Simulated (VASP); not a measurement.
# Re (Pm-3m) in VASP: further runs

Re is run at these levels: BLYP; tasks: single point, relaxation of cell and atoms.

Program: VASP 6.6.1. These are calculated values, not measurements. Logs are shortened: lines on timing, memory, paths and dates and some standing lists are left out, and cuts for length are marked.

### 1 The cell of the first run

It takes space group Pm-3m (No. 221, cubic). Conventional cell: a = 2.685 Å, b = 2.685 Å, c = 2.685 Å, α = 90.00°, β = 90.00°, γ = 90.00°. Re (site symmetry m-3m) has 6 Re at 2.69 Å within 3.5 Å.

This isn't the form of Re at room conditions, which is hcp.

### 2 Single point, BLYP (19.36 Å³/atom)

INCAR

```
SYSTEM = Re
AGGAC = 1.0
AGGAX = 1.0
ALDAC = 0.0
ALDAX = 1.0
ALGO = Normal
EDIFF = 1E-6
ENCUT = 520
GGA = B5
ISIF = 2
ISMEAR = -1
LASPH = .TRUE.
LCHARG = .FALSE.
LREAL = .FALSE.
LWAVE = .FALSE.
NBANDS = 10
NELM = 80
PREC = Accurate
SIGMA = 0.1
```

KPOINTS

```
k-points
0
G
  13 13 13
  0 0 0
```

POSCAR

```
Re
1.0
    2.6851906283      0.0000000000      0.0000000000
    0.0000000000      2.6851906283      0.0000000000
    0.0000000000      0.0000000000      2.6851906283
Re
1
Direct
    0.0000000000      0.0000000000      0.0000000000
```

Potentials or basis: VASP PAW PBE potentials, release 64 (Re).

Launch:

```sh
> cat potpaw_PBE.64/Re/POTCAR > POTCAR
> mpirun -np 1 vasp_std > vasp.out
```

OUTCAR:

```text
SYSTEM = Re
   EDIFF = 1E-6
   ENCUT = 520
   GGA = B5
   ISIF = 2
   ISMEAR = -1
   LASPH = .TRUE.
   LREAL = .FALSE.
   NELM = 80
   PREC = Accurate

 ion  position               nearest neighbor table
   1  0.000  0.000  0.000-

  LATTYP: Found a simple cubic cell.
 ALAT       =     2.6851906283

  Lattice vectors:

 A1 = (   2.6851906283,   0.0000000000,   0.0000000000)
 A2 = (   0.0000000000,   2.6851906283,   0.0000000000)
 A3 = (   0.0000000000,   0.0000000000,   2.6851906283)

Analysis of symmetry for initial positions (statically):
=====================================================================
 Subroutine PRICEL returns:
 Original cell was already a primitive cell.

 Routine SETGRP: Setting up the symmetry group for a
 simple cubic supercell.

 Subroutine GETGRP returns: Found 48 space group operations
 (whereof 48 operations were pure point group operations)
 out of a pool of 48 trial point group operations.

The static configuration has the point symmetry O_h .

Analysis of symmetry for dynamics (positions and initial velocities):
=====================================================================
 Subroutine PRICEL returns:
 Original cell was already a primitive cell.

 Routine SETGRP: Setting up the symmetry group for a
 simple cubic supercell.

 Subroutine GETGRP returns: Found 48 space group operations
 (whereof 48 operations were pure point group operations)
 out of a pool of 48 trial point group operations.

The dynamic configuration has the point symmetry O_h .

 Subroutine INISYM returns: Found 48 space group operations
 (whereof 48 operations are pure point group operations),
 and found     1 'primitive' translations

----------------------------------------------------------------------------------------

                                     Primitive cell

  volume of cell :      19.3609

  direct lattice vectors                    reciprocal lattice vectors
     2.685190628  0.000000000  0.000000000     0.372413038  0.000000000  0.000000000
     0.000000000  2.685190628  0.000000000     0.000000000  0.372413038  0.000000000
     0.000000000  0.000000000  2.685190628     0.000000000  0.000000000  0.372413038

  length of vectors
     2.685190628  2.685190628  2.685190628     0.372413038  0.372413038  0.372413038

  position of ions in fractional coordinates (direct lattice)
     0.000000000  0.000000000  0.000000000

  ion indices of the primitive-cell ions
   primitive index   ion index
                 1           1

----------------------------------------------------------------------------------------

 KPOINTS: k-points

Automatic generation of k-mesh.
 Grid dimensions read from file:
 generate k-points for:   13   13   13

 Generating k-lattice:

  Cartesian coordinates                     Fractional coordinates (reciprocal lattice)
     0.028647157  0.000000000  0.000000000     0.076923077  0.000000000  0.000000000
     0.000000000  0.028647157  0.000000000     0.000000000  0.076923077  0.000000000
     0.000000000  0.000000000  0.028647157     0.000000000  0.000000000  0.076923077

  Length of vectors
     0.028647157  0.028647157  0.028647157

  Shift w.r.t. Gamma in fractional coordinates (k-lattice)
     0.000000000  0.000000000  0.000000000

 Subroutine IBZKPT returns following result:
 ===========================================

 Found     84 irreducible k-points:

 Following reciprocal coordinates:
            Coordinates               Weight
  0.000000  0.000000  0.000000      1.000000
  0.076923  0.000000  0.000000      6.000000
  0.153846  0.000000  0.000000      6.000000
  0.230769  0.000000  0.000000      6.000000
  0.307692  0.000000  0.000000      6.000000
  0.384615  0.000000  0.000000      6.000000
[... 16 lines left out ...]
  0.307692  0.307692  0.000000     12.000000
  0.384615  0.307692  0.000000     24.000000
 [... further k-points ...]
   k-points           NKPTS =     84   k-points in BZ     NKDIM =     84   number of bands    NBANDS=     10
   number of dos      NEDOS =    301   number of ions     NIONS =      1
   total plane-waves  NPLWV =   8000
   dimension x,y,z NGX =    20 NGY =   20 NGZ =   20
   dimension x,y,z NGXF=    40 NGYF=   40 NGZF=   40
   ions per type =               1
   NGX,Y,Z   is equivalent  to a cutoff of  12.38, 12.38, 12.38 a.u.
   NGXF,Y,Z  is equivalent  to a cutoff of  24.76, 24.76, 24.76 a.u.
 SYSTEM =  Re
   PREC   = accura    normal or accurate (medium, high low for compatibility)
   ISTART =      0    job   : 0-new  1-cont  2-samecut
   ICHARG =      2    charge: 1-file 2-atom 10-const
   ISPIN  =      1    spin polarized calculation?
   LNONCOLLINEAR =      F non collinear calculations
   LSORBIT =      F    spin-orbit coupling
   LASPH  =      T    aspherical Exc in radial PAW
   ENCUT  =  520.0 eV  38.22 Ry    6.18 a.u.   4.99  4.99  4.99*2*pi/ulx,y,z
   NELM   =     80;   NELMIN=  2; NELMDL= -5     # of ELM steps
   EDIFF  = 0.1E-05   stopping-criterion for ELM
   LREAL  =      F    real-space projection
   EDIFFG = 0.1E-04   stopping-criterion for IOM
   NSW    =      0    number of steps for IOM
   IBRION =     -1    ionic relax: 0-MD 1-quasi-New 2-CG
   NFREE  =      0    steps in history (QN), initial steepest desc. (CG)
   ISIF   =      2    stress and relaxation
   ISYM   =      2    0-nonsym 1-usesym 2-fastsym
   POTIM  = 0.5000    time-step for ionic-motion
   TEBEG  =    0.0;   TEEND  =   0.0 temperature during run
   PSTRESS=    0.0 pullay stress
   NELECT =       7.0000    total number of electrons
   NUPDOWN=      -1.0000    fix difference up-down
   EMIN   =  10.00;   EMAX   =-10.00  energy-range for DOS
   EFERMI =   0.00;   METHOD = LEGACY
   ISMEAR =    -1;   SIGMA  =   0.10  broadening in eV -4-tet -1-fermi 0-gaus
   EFERMI_NEDOS =   21; number of points for ismear=-14 and -15
   IALGO  =     38    algorithm
   IMIX   =      4    mixing-type and parameters
     AMIX     =   0.40;   BMIX     =  1.00
     AMIX_MAG =   1.60;   BMIX_MAG =  1.00
  volume/ion in A,a.u.               =      19.36       130.65
  Fermi-wavevector in a.u.,A,eV,Ry     =   1.166270  2.203930 18.506446  1.360185
  Thomas-Fermi vector in A             =   2.302785
   LORBIT       =      0    0 simple, 1 ext, 2 COOP (PROOUT), +10 PAW based schemes
   GGA     = B5    functional components
   LHFCALC =     F    Hartree Fock is set to
   AEXX    =    0.0000 exact exchange contribution
   IVDW    =     0    specifies the selected vdW correction
   LEPSILON=     F    determine dielectric tensor
   LRPA    =     F    only Hartree local field effects (RPA)
 non-spin polarized calculation
  energy-cutoff  :      520.00
  volume of cell :       19.36
 maximum number of plane-waves:       535
 NGX is ok and might be reduce to    20
   NGX =  9   NGY =  9   NGZ =  9

 number of electron       6.9999998 magnetization

 Free energy of the ion-electron system (eV)
  ---------------------------------------------------
  ext. energy  EPLUGINS =         0.00000000
  ---------------------------------------------------
  free energy    TOTEN  =        -9.65316677 eV

  energy without entropy =       -9.60574577  energy(sigma->0) =       -9.62945627

 E-fermi :   5.8635     XC(G=0): -11.4067

 val. band max:        5.8522029696   @ k =   0.4615   0.4615   0.0769
 cond. band min:       5.8715931864   @ k =   0.3077   0.2308   0.0000
 fundamental gap:      0.0193902168
 Fermi energy:         5.8634518483

 k-point     1 :       0.0000    0.0000    0.0000
  band No.  band energies     occupation
      1      -2.3252      2.00000
      2       1.2973      2.00000
      3       1.2973      2.00000
      4       8.7059      0.00000
      5       8.7059      0.00000
      6       8.7059      0.00000
      7      20.3645      0.00000
      8      20.3645      0.00000
      9      20.3645      0.00000
     10      26.0731      0.00000

 k-point     2 :       0.0769    0.0000    0.0000
  band No.  band energies     occupation
      1      -2.1536      2.00000
      2       1.3368      2.00000
      3       1.4680      2.00000
      4       8.4820      0.00000
      5       8.4820      0.00000
      6       8.7225      0.00000
      7      19.3722      0.00000
      8      20.7088      0.00000
      9      20.7088      0.00000
     10      26.7541      0.00000

 k-point     3 :       0.1538    0.0000    0.0000
  band No.  band energies     occupation
      1      -1.6835      2.00000
      2       1.4486      2.00000
      3       1.9812      2.00000
      4       7.9149      0.00000
      5       7.9149      0.00000
      6       8.7690      0.00000
      7      17.4894      0.00000
      8      21.6232      0.00000
      9      21.6232      0.00000
     10      25.7035      0.00000

 k-point     4 :       0.2308    0.0000    0.0000
  band No.  band energies     occupation
      1      -1.0309      2.00000
      2       1.6116      2.00000
      3       2.8122      2.00000
      4       7.2151      0.00000
      5       7.2151      0.00000
      6       8.8352      0.00000
      7      15.6363      0.00000
      8      22.8594      0.00000
      9      22.8594      0.00000
     10      23.9314      0.00000
[... 222 lines left out ...]
 k-point    22 :       0.4615    0.2308    0.0000
  band No.  band energies     occupation
      1       1.6464      2.00000
      2       2.3976      2.00000
      3       4.0329      2.00000
      4       6.0542      0.25855
      5       7.6769      0.00000
      6       8.3453      0.00000
      7      12.9511      0.00000
      8      20.9823      0.00000
      9      22.2203      0.00000
     10      24.2876      0.00000

 k-point    23 :       0.3077    0.3077    0.0000
  band No.  band energies     occupation
      1       1.2074      2.00000
      2       2.4068      2.00000
      3       5.3539      1.98782
      4       6.0165      0.35581
      5       6.7922      0.00019
      6       7.0256      0.00002
      7      15.5184      0.00000
      8      17.8934      0.00000
      9      23.4187      0.00000
     10      27.9903      0.00000

 k-point    24 :       0.3846    0.3077    0.0000
  band No.  band energies     occupation
      1       1.4817      2.00000
      2       2.1293      2.00000
      3       5.6826      1.71826
      4       6.4286      0.00700
      5       7.0238      0.00002
      6       7.4759      0.00000
      7      14.2180      0.00000
      8      18.4730      0.00000
      9      22.5833      0.00000
     10      26.2403      0.00000

 [... further k-points ...]

------------------------ aborting loop because EDIFF is reached ----------------------------------------

  FORCE on cell =-STRESS in cart. coord.  units (eV):
  Direction    XX          YY          ZZ          XY          YZ          ZX
  --------------------------------------------------------------------------------------
  -------------------------------------------------------------------------------------
  Total       -1.7444439     -1.7444439     -1.7444439     -0.0000000      0.0000000     -0.0000000
  in kB     -144.3584577   -144.3584577   -144.3584577     -0.0000000      0.0000000     -0.0000000
  external PRESSURE =    -144.3584577 kB  Pullay stress =       0.0000000 kB

 VOLUME and BASIS-vectors are now :
 -----------------------------------------------------------------------------
  energy-cutoff  :      520.00
  volume of cell :       19.36
      direct lattice vectors                 reciprocal lattice vectors
     2.685190628  0.000000000  0.000000000     0.372413038  0.000000000  0.000000000
     0.000000000  2.685190628  0.000000000     0.000000000  0.372413038  0.000000000
     0.000000000  0.000000000  2.685190628     0.000000000  0.000000000  0.372413038

 POSITION                                       TOTAL-FORCE (eV/Angst)
 -----------------------------------------------------------------------------------
      0.00000      0.00000      0.00000         0.000000      0.000000      0.000000
 -----------------------------------------------------------------------------------
    total drift:                               -0.000000      0.000000      0.000000

  FREE ENERGIE OF THE ION-ELECTRON SYSTEM (eV)
  ---------------------------------------------------
  free  energy   TOTEN  =        -9.6531667683 eV

  energy  without entropy=       -9.6057457703  energy(sigma->0) =       -9.62945627
```

It took 10 s on 1 thread of Intel Xeon Platinum 8375C at 2.90GHz (Ice Lake), shared host; peak memory 0.14 GiB.

Results:

```
Free energy            : -9.6532 eV
Pressure               : -14.4 GPa
Band gap on the k mesh : zero (an odd number of electrons rules out a gap without spin polarisation)
```

Caveat: the cell stands under tension; the PAW data sets were made with another functional, which shifts forces and pressure a little; spin-orbit coupling is left out, which moves the levels of the heavy elements.

(Part 1 of 2 ends here.)
